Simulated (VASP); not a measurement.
# SiO2 (Ibam) in VASP: further runs

SiO2 is run at these levels: r2SCAN, PBE, PBE+D3(BJ); tasks: single point.

Everything below comes from runs of VASP 6.6.1. Logs are shortened: lines on timing, memory, paths and dates and some standing lists are left out, and cuts for length are marked.

### 1 The cell of the first run

The typed cell holds 6 atoms: a = 4.611 Å, b = 4.611 Å, c = 4.611 Å, α = 105.04°, β = 104.95°, γ = 118.86°.

### 2 Single point, r2SCAN

Input file POSCAR:

```
SiO2
1.0
   -2.8058995024      2.8087755226      2.3452081679
    2.8058995024     -2.8087755226      2.3452081679
    2.8058995024      2.8087755226     -2.3452081679
Si O
2 4
Direct
    0.2500000000      0.2500000000      0.0000000000
    0.7500000000      0.7500000000      0.0000000000
    0.1473070228      0.8524439467      0.9997509695
    0.6473070228      0.6475560533      0.2948630761
    0.3526929772      0.3524439467      0.7051369239
    0.8526929772      0.1475560533      0.0002490305
```

Input file INCAR.step1:

```
PREC     = Accurate       # precision mode
ENCUT    = 660            # plane-wave cutoff, eV
ISMEAR   = 0              # smearing method
SIGMA    = 0.01           # smearing width, eV
LREAL    = False          # projectors in reciprocal space
LASPH    = True           # aspherical terms in the spheres
NELM     = 120            # most SCF steps
NBANDS   = 25             # bands
GGA      = PE             # functional
ALGO     = Normal         # electronic algorithm
EDIFF    = 1E-5           # SCF threshold, eV
LWAVE    = True           # write WAVECAR
LCHARG   = False          # write CHGCAR
GGA_COMPAT= False
```

Input file INCAR.step2:

```
PREC     = Accurate       # precision mode
ENCUT    = 660            # plane-wave cutoff, eV
EDIFF    = 1E-6           # SCF threshold, eV
ISMEAR   = 0              # smearing method
SIGMA    = 0.01           # smearing width, eV
LREAL    = False          # projectors in reciprocal space
LASPH    = True           # aspherical terms in the spheres
NELM     = 120            # most SCF steps
ALGO     = Normal         # electronic algorithm
ISIF     = 2              # what is computed and relaxed
LWAVE    = False          # write WAVECAR
LCHARG   = True           # write CHGCAR
METAGGA  = R2SCAN         # meta-GGA
LMIXTAU  = True         
LELF     = True           # ELF
LVHAR    = True         
NBANDS   = 25             # bands
ISTART   = 1            
GGA_COMPAT= False
```

Input file KPOINTS:

```
Automatic mesh
0
Gamma
  8 8 8
```

Potentials or basis: VASP PAW PBE potentials, release 64 (Si, O).

Started as:

```console
cat potpaw_PBE.64/Si/POTCAR potpaw_PBE.64/O/POTCAR > POTCAR
cp INCAR.step1 INCAR
mpirun -np 1 vasp_std > vasp.out
cp INCAR.step2 INCAR
mpirun -np 1 vasp_std > vasp.out
```

OUTCAR:

```text
PREC = Accurate
   ENCUT = 660
   EDIFF = 1E-6
   ISMEAR = 0
   LREAL = False
   LASPH = True
   NELM = 120
   ISIF = 2
   METAGGA = R2SCAN
   ISTART = 1

 ion  position               nearest neighbor table
   1  0.250  0.250  0.000-   6 1.66   5 1.66   3 1.66   4 1.66   2 2.35   2 2.35
   2  0.750  0.750  0.000-   3 1.66   4 1.66   5 1.66   6 1.66   1 2.35   1 2.35
   3  0.147  0.852  1.000-   2 1.66   1 1.66
   4  0.647  0.648  0.295-   2 1.66   1 1.66
   5  0.353  0.352  0.705-   1 1.66   2 1.66
   6  0.853  0.148  0.000-   1 1.66   2 1.66

  LATTYP: Found a body centered orthorhombic cell.
 ALAT       =     4.6904163358
 B/A-ratio  =     1.1964394209
 C/A-ratio  =     1.1976657599

  Lattice vectors:

 A1 = (   2.8058995024,  -2.8087755226,   2.3452081679)
 A2 = (  -2.8058995024,  -2.8087755226,  -2.3452081679)
 A3 = (   2.8058995024,   2.8087755226,  -2.3452081679)

Analysis of symmetry for initial positions (statically):
=====================================================================
 Subroutine PRICEL returns:
 Original cell was already a primitive cell.

 Routine SETGRP: Setting up the symmetry group for a
 body centered orthorhombic supercell.

 Subroutine GETGRP returns: Found  8 space group operations
 (whereof  4 operations were pure point group operations)
 out of a pool of  8 trial point group operations.

The static configuration has the point symmetry C_2h.
 The point group associated with its full space group is D_2h.

Analysis of symmetry for dynamics (positions and initial velocities):
=====================================================================
 Subroutine PRICEL returns:
 Original cell was already a primitive cell.

 Routine SETGRP: Setting up the symmetry group for a
 body centered orthorhombic supercell.

 Subroutine GETGRP returns: Found  8 space group operations
 (whereof  4 operations were pure point group operations)
 out of a pool of  8 trial point group operations.

The dynamic configuration has the point symmetry C_2h.
 The point group associated with its full space group is D_2h.

 Subroutine INISYM returns: Found  8 space group operations
 (whereof  4 operations are pure point group operations),
 and found     1 'primitive' translations

----------------------------------------------------------------------------------------

                                     Primitive cell

  volume of cell :      73.9317

  direct lattice vectors                    reciprocal lattice vectors
    -2.805899502  2.808775523  2.345208168     0.000000000  0.178013514  0.213200690
     2.805899502 -2.808775523  2.345208168     0.178195976  0.000000000  0.213200690
     2.805899502  2.808775523 -2.345208168     0.178195976  0.178013514  0.000000000

  length of vectors
     4.611105432  4.611105432  4.611105432     0.277746909  0.277863888  0.251878179

  position of ions in fractional coordinates (direct lattice)
     0.250000000  0.250000000  0.000000000
     0.750000000  0.750000000  0.000000000
     0.147307023  0.852443947  0.999750969
     0.647307023  0.647556053  0.294863076
     0.352692977  0.352443947  0.705136924
     0.852692977  0.147556053  0.000249031

  ion indices of the primitive-cell ions
   primitive index   ion index
                 1           1
                 2           2
                 3           3
                 4           4
                 5           5
                 6           6

----------------------------------------------------------------------------------------

 KPOINTS: Automatic mesh

Automatic generation of k-mesh.
 Grid dimensions read from file:
 generate k-points for:    8    8    8

 Generating k-lattice:

  Cartesian coordinates                     Fractional coordinates (reciprocal lattice)
     0.000000000  0.022251689  0.026650086     0.125000000  0.000000000  0.000000000
     0.022274497  0.000000000  0.026650086     0.000000000  0.125000000 -0.000000000
     0.022274497  0.022251689  0.000000000     0.000000000 -0.000000000  0.125000000

  Length of vectors
     0.034718364  0.034732986  0.031484772

  Shift w.r.t. Gamma in fractional coordinates (k-lattice)
     0.000000000  0.000000000  0.000000000

 Subroutine IBZKPT returns following result:
 ===========================================

 Found     95 irreducible k-points:

 Following reciprocal coordinates:
            Coordinates               Weight
  0.000000  0.000000  0.000000      1.000000
  0.125000  0.000000 -0.000000      4.000000
  0.250000  0.000000 -0.000000      4.000000
  0.375000  0.000000  0.000000      4.000000
  0.500000  0.000000 -0.000000      2.000000
  0.000000  0.125000 -0.000000      4.000000
[... 16 lines left out ...]
  0.125000  0.375000 -0.000000      8.000000
  0.250000  0.375000 -0.000000      8.000000
 [... further k-points ...]
   k-points           NKPTS =     95   k-points in BZ     NKDIM =     95   number of bands    NBANDS=     25
[... 40 lines left out ...]
   LEPSILON=     F    determine dielectric tensor
   LRPA    =     F    only Hartree local field effects (RPA)
 non-spin polarized calculation
 Gauss-broadening in eV      SIGMA  =   0.01
  energy-cutoff  :      660.00
  volume of cell :       73.93
 maximum number of plane-waves:      2878
   NGX = 19   NGY = 19   NGZ = 19

 number of electron      32.0000001 magnetization

 Free energy of the ion-electron system (eV)
  ---------------------------------------------------
  ext. energy  EPLUGINS =         0.00000000
  ---------------------------------------------------
  free energy    TOTEN  =       -56.88013750 eV

  energy without entropy =      -56.88013750  energy(sigma->0) =      -56.88013750

 E-fermi :   1.1242     XC(G=0):  -9.8483

 val. band max:        1.0000593512   @ k =   0.5000   0.5000   0.5000
 cond. band min:       6.7094148787   @ k =   0.0000   0.0000   0.0000
 fundamental gap:      5.7093555274
 Fermi energy:         1.1242119648

 k-point     1 :       0.0000    0.0000    0.0000
  band No.  band energies     occupation
      1     -20.2043      2.00000
      2     -18.4543      2.00000
      3     -17.1257      2.00000
      4     -17.1244      2.00000
      5      -5.8728      2.00000
      6      -4.4353      2.00000
[... 17 lines left out ...]
     24      14.0495      0.00000
     25      14.1276      0.00000

 k-point     2 :       0.1250    0.0000   -0.0000
  band No.  band energies     occupation
      1     -20.1372      2.00000
      2     -18.5154      2.00000
      3     -17.1478      2.00000
      4     -17.1442      2.00000
      5      -5.8898      2.00000
      6      -4.3065      2.00000
[... 17 lines left out ...]
     24      13.9846      0.00000
     25      14.2083      0.00000

 k-point     3 :       0.2500    0.0000   -0.0000
  band No.  band energies     occupation
      1     -19.9446      2.00000
      2     -18.6937      2.00000
      3     -17.2008      2.00000
      4     -17.1927      2.00000
      5      -5.7913      2.00000
      6      -4.3813      2.00000
[... 17 lines left out ...]
     24      13.9994      0.00000
     25      14.2161      0.00000

 k-point     4 :       0.3750    0.0000    0.0000
  band No.  band energies     occupation
      1     -19.6540      2.00000
      2     -18.9714      2.00000
      3     -17.2514      2.00000
      4     -17.2436      2.00000
      5      -5.4545      2.00000
      6      -4.6955      2.00000
[... 17 lines left out ...]
     24      13.9726      0.00000
     25      14.3997      0.00000
[... 477 lines left out ...]
 k-point    22 :       0.0000    0.3750   -0.0000
  band No.  band energies     occupation
      1     -19.6540      2.00000
      2     -18.9714      2.00000
      3     -17.2510      2.00000
      4     -17.2442      2.00000
      5      -5.4548      2.00000
      6      -4.6962      2.00000
[... 17 lines left out ...]
     24      13.9800      0.00000
     25      14.4015      0.00000

 k-point    23 :       0.1250    0.3750   -0.0000
  band No.  band energies     occupation
      1     -19.3680      2.00000
      2     -19.2493      2.00000
      3     -17.2727      2.00000
      4     -17.2685      2.00000
      5      -5.1311      2.00000
      6      -4.8295      2.00000
[... 17 lines left out ...]
     24      13.8342      0.00000
     25      14.4796      0.00000

 k-point    24 :       0.2500    0.3750   -0.0000
  band No.  band energies     occupation
      1     -19.5231      2.00000
      2     -19.0560      2.00000
      3     -17.3344      2.00000
      4     -17.2468      2.00000
      5      -5.4037      2.00000
      6      -4.7170      2.00000
[... 17 lines left out ...]
     24      13.8362      0.00000
     25      14.5269      0.00000

 [... further k-points ...]

------------------------ aborting loop because EDIFF is reached ----------------------------------------

  FORCE on cell =-STRESS in cart. coord.  units (eV):
  Direction    XX          YY          ZZ          XY          YZ          ZX
  --------------------------------------------------------------------------------------
  -------------------------------------------------------------------------------------
  Total        0.3374949      0.3377261      0.7523730      0.0000000      0.0000000      0.0000000
  in kB        7.3138706      7.3188801     16.3047161      0.0000000      0.0000000      0.0000000
  external PRESSURE =      10.3124890 kB  Pullay stress =       0.0000000 kB

 VOLUME and BASIS-vectors are now :
 -----------------------------------------------------------------------------
  energy-cutoff  :      660.00
  volume of cell :       73.93
      direct lattice vectors                 reciprocal lattice vectors
    -2.805899502  2.808775523  2.345208168     0.000000000  0.178013514  0.213200690
     2.805899502 -2.808775523  2.345208168     0.178195976  0.000000000  0.213200690
     2.805899502  2.808775523 -2.345208168     0.178195976  0.178013514  0.000000000

 POSITION                                       TOTAL-FORCE (eV/Angst)
 -----------------------------------------------------------------------------------
      0.00000      0.00000      1.17260        -0.000000     -0.000000     -0.000000
      0.00000      0.00000      3.51781        -0.000000     -0.000000     -0.000000
      4.78374      0.82750      0.00000        -0.016123      0.016970      0.000000
      0.82805      0.82750      2.34521         0.016123      0.016970     -0.000000
      1.97784      1.98127      0.00000        -0.016123     -0.016970      0.000000
     -1.97784      1.98127      2.34521         0.016123     -0.016970     -0.000000
 -----------------------------------------------------------------------------------
    total drift:                                0.000000     -0.000000     -0.000000

  FREE ENERGIE OF THE ION-ELECTRON SYSTEM (eV)
  ---------------------------------------------------
  free  energy   TOTEN  =       -56.8801374956 eV

  energy  without entropy=      -56.8801374956  energy(sigma->0) =      -56.88013750
```

Wall time 6.7 min (1 thread of Intel Xeon 6975P-C (Granite Rapids), shared host); peak memory 0.37 GiB.

Results:

```yaml
Free_energy: -56.8801 eV
Pressure: 1.0 GPa
Largest_force: 0.023 eV/Å
Band_gap_on_the_k_mesh: 5.71 eV (least direct gap 6.23 eV)
```

Forces on the atoms (eV/Å):
```
Si   0.000  0.000  0.000
Si   0.000  0.000  0.000
O   -0.016  0.017  0.000
O    0.016  0.017  0.000
O   -0.016 -0.017  0.000
O    0.016 -0.017  0.000
```

Stress tensor (GPa, compression positive):
```
0.73 0.00 0.00
0.00 0.73 0.00
0.00 0.00 1.63
```

Levels at points of the mesh, in eV from the valence-band top:
```
           k point  band 12  band 13  band 14  band 15  band 16  band 17  band 18  band 19  band 20  band 21
(0.00, 0.00, 0.00)    -2.52    -1.07    -0.81    -0.52    -0.52     5.71    10.47    10.48    11.76    11.97
(0.50, 0.00, 0.00)    -1.80    -1.16    -1.16    -1.08    -1.08     9.39     9.39     9.79     9.79    11.36
(0.00, 0.50, 0.00)    -1.80    -1.16    -1.16    -1.08    -1.08     9.39     9.39     9.79     9.79    11.36
(0.50, 0.50, 0.00)    -2.81    -1.76    -1.17    -0.49    -0.34     7.41     9.88    10.31    10.96    11.19
(0.50, 0.50, 0.50)    -3.06    -2.66    -1.10    -1.10     0.00     8.77     9.55     9.71     9.71    11.90
```

Caveat: the PAW data sets were made with another functional, which shifts forces and pressure a little.

### 3 Single point, PBE

Input file INCAR:

```
SYSTEM = SiO2
ALGO     = Normal         ! electronic algorithm
EDIFF    = 1E-6           ! SCF threshold, eV
ENCUT    = 600            ! plane-wave cutoff, eV
GGA      = PE             ! functional
GGA_COMPAT= .FALSE.      
ISIF     = 2              ! what is computed and relaxed
ISMEAR   = 0              ! smearing method
LASPH    = .TRUE.         ! aspherical terms in the spheres
LCHARG   = .FALSE.        ! write CHGCAR
LREAL    = .FALSE.        ! projectors in reciprocal space
LWAVE    = .FALSE.        ! write WAVECAR
NBANDS   = 25             ! bands
NELM     = 120            ! most SCF steps
PREC     = Accurate       ! precision mode
SIGMA    = 0.01           ! smearing width, eV
```

Input file KPOINTS:

```
k-points
0
G
  4 4 4
  0 0 0
```

POSCAR is that of step 2.

Potentials or basis: VASP PAW PBE potentials, release 64 (Si, O).

Started as:

```console
cat potpaw_PBE.64/Si/POTCAR potpaw_PBE.64/O/POTCAR > POTCAR
mpirun -np 1 vasp_std > vasp.out
```

Wall time 29 s (1 thread of AMD EPYC 9R45 (Zen 5), shared host); peak memory 0.2 GiB.

The run converged. Its results:

```
Free energy            : -44.8774 eV
Pressure               : 6.8 GPa
Largest force          : 0.624 eV/Å
Band gap on the k mesh : 4.98 eV (least direct gap 5.49 eV)
```

Forces on the atoms (eV/Å):
```
Si   0.000  0.000  0.000
Si   0.000  0.000  0.000
O   -0.441  0.441  0.000
O    0.441  0.441  0.000
O   -0.441 -0.441  0.000
O    0.441 -0.441  0.000
```

Stress tensor (GPa, compression positive):
```
5.80 0.00 0.00
0.00 5.80 0.00
0.00 0.00 8.76
```

Levels at points of the mesh, in eV from the valence-band top:
| k point | band 12 | band 13 | band 14 | band 15 | band 16 | band 17 | band 18 | band 19 | band 20 | band 21 |
| --- | --- | --- | --- | --- | --- | --- | --- | --- | --- | --- |
| (0.00, 0.00, 0.00) | -2.49 | -1.04 | -0.79 | -0.50 | -0.50 | 4.98 | 9.54 | 9.55 | 10.86 | 11.14 |
| (0.50, 0.00, 0.00) | -1.77 | -1.14 | -1.14 | -1.06 | -1.06 | 8.55 | 8.55 | 8.87 | 8.87 | 10.39 |
| (0.00, 0.50, 0.00) | -1.77 | -1.14 | -1.14 | -1.06 | -1.06 | 8.55 | 8.55 | 8.87 | 8.87 | 10.39 |
| (0.50, 0.50, 0.00) | -2.76 | -1.72 | -1.13 | -0.47 | -0.33 | 6.57 | 9.00 | 9.40 | 10.25 | 10.45 |
| (0.50, 0.50, 0.50) | -3.04 | -2.61 | -1.07 | -1.07 | 0.00 | 7.87 | 8.68 | 8.82 | 8.83 | 11.38 |

Caveat: the k points lie up to 0.44 Å⁻¹ apart. A k mesh can miss the band edges.

### 4 Single point, PBE+D3(BJ)

This run uses another cell than the first one, of 12.96 Å³/atom.

Input file INCAR:

```
SYSTEM = SiO2
  PREC = Accurate
  ENCUT = 600
  EDIFF = 1E-6
  ISMEAR = -1
  SIGMA = 0.02
  LREAL = .False.
  LASPH = .True.
  NELM = 120
  ALGO = Normal
  ISIF = 2
  LWAVE = .False.
  LCHARG = .False.
  GGA = PE
  IVDW = 12
  NBANDS = 25
  GGA_COMPAT = .False.
```

Input file KPOINTS:

```
Automatic mesh
0
Gamma
  6 6 6
  0 0 0
```

Input file POSCAR:

```
SiO2
1.0
   -2.8517723683      2.8892526320      2.3597105191
    2.8517723683     -2.8892526320      2.3597105191
    2.8517723683      2.8892526320     -2.3597105191
Si O
2 4
Direct
    0.2500000000      0.2500000000      0.0000000000
    0.7500000000      0.7500000000      0.0000000000
    0.1443885049      0.8530702636      0.9974587685
    0.6443885049      0.6469297364      0.2913182413
    0.3556114951      0.3530702636      0.7086817587
    0.8556114951      0.1469297364      0.0025412315
```

Started as:

```console
cat potpaw_PBE.64/Si/POTCAR potpaw_PBE.64/O/POTCAR > POTCAR
mpirun -np 1 vasp_std > vasp.out
```

Wall time 69 s (1 thread of AMD EPYC 9R45 (Zen 5), shared host); peak memory 0.25 GiB.

It converged, with:

```yaml
Free_energy: -45.7800 eV
Pressure: 0.2 GPa
Largest_force: 0.086 eV/Å
Band_gap_on_the_k_mesh: 4.81 eV (least direct gap 5.31 eV)
Dispersion_energy_per_atom: -0.136 eV
```

Forces on the atoms (eV/Å):
```
Si   0.000  0.000  0.000
Si   0.000  0.000  0.000
O   -0.060  0.061  0.000
O    0.060  0.061  0.000
O   -0.060 -0.061  0.000
O    0.060 -0.061  0.000
```

Stress tensor (GPa, compression positive):
```
-0.01  0.00  0.00
 0.00 -0.08  0.00
 0.00  0.00  0.80
```

Levels at points of the mesh, in eV from the valence-band top:
| k point | band 12 | band 13 | band 14 | band 15 | band 16 | band 17 | band 18 | band 19 | band 20 | band 21 |
| --- | --- | --- | --- | --- | --- | --- | --- | --- | --- | --- |
| (0.00, 0.00, 0.00) | -2.42 | -1.03 | -0.67 | -0.51 | -0.51 | 4.81 | 9.28 | 9.36 | 10.61 | 11.27 |
| (0.50, 0.00, 0.00) | -1.66 | -1.09 | -1.09 | -0.99 | -0.99 | 8.47 | 8.47 | 8.62 | 8.62 | 10.23 |
| (0.00, 0.50, 0.00) | -1.66 | -1.09 | -1.09 | -0.98 | -0.98 | 8.45 | 8.45 | 8.63 | 8.63 | 10.21 |
| (0.50, 0.50, 0.00) | -2.68 | -1.62 | -1.13 | -0.48 | -0.28 | 6.33 | 8.76 | 9.19 | 10.04 | 10.34 |
| (0.50, 0.50, 0.50) | -2.86 | -2.40 | -1.09 | -1.08 | 0.00 | 7.60 | 8.57 | 8.59 | 8.63 | 11.16 |

A k mesh can miss the band edges.

### 5 The runs side by side

| level | cell | k mesh | cutoff (eV) | smearing | gap on the mesh (eV) | pressure (GPa) | largest force (eV/Å) |
| --- | --- | --- | --- | --- | --- | --- | --- |
| r2SCAN | a = 4.611 Å, angles 105.0, 104.9, 118.9°, 6 atoms, atomic positions A | 8 × 8 × 8 | 660 | gaussian 0.01 eV | 5.71 | 1.0 | 0.02 |
| PBE | a = 4.611 Å, angles 105.0, 104.9, 118.9°, 6 atoms, atomic positions A | 4 × 4 × 4 | 600 | gaussian 0.01 eV | 4.98 | 6.8 | 0.62 |
| PBE+D3(BJ) | a = 4.696 Å, angles 105.2, 104.1, 119.7°, 6 atoms, atomic positions B | 6 × 6 × 6 | 600 | fermi-dirac 0.02 eV | 4.81 | 0.2 | 0.09 |

Alike in all rows: task single point; potentials or basis VASP PAW PBE potentials, release 64 (Si, O); no spin polarisation.

Caveats: some runs use coarse meshes; the PAW data sets were made with another functional, which shifts forces and pressure a little (at least some runs).

Total energies depend on the potentials used, so only differences within one code and one set of settings carry meaning.
